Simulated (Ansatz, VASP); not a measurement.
**Ge: VASP beside Ansatz**

```
Ge
1.0
     0.00000    2.82877    2.78634
     2.82877    0.00000    2.78634
     2.82877    2.82877    0.00000
Ge
2
Cartesian
  2.8288 2.8288 2.7863
  4.2432 4.2432 4.1795
```

Change from the starting cell: strain +0.000 along x and y, -0.015 along z, atoms carried along.

Alike in both runs: task single point; functional PBE; k mesh 14 × 14 × 14; occupations gaussian, width 0.15 eV; no spin polarisation.

```csv
,VASP,Ansatz
version,VASP 6.6.1,Ansatz 0.2.0
potentials or method,"VASP PAW PBE potentials, release 64 (Ge_d), cutoff 520 eV","scalar-relativistic, plane waves, PAW"
valence electrons in the cell,28,28
```

Ansatz gave:

- gap on the k mesh at the Fermi level (eV): 0.09
- least direct gap on the mesh (eV): 0.09
- pressure (GPa): 4.9
- traceless stress, the component that is largest in VASP (GPa): 0.70

Problem. Which values does VASP return?

Solution. gap on the k mesh at the Fermi level (eV): 0.10; least direct gap on the mesh (eV): 0.10; pressure (GPa): 4.8; traceless stress, the component that is largest in VASP (GPa): 0.70.
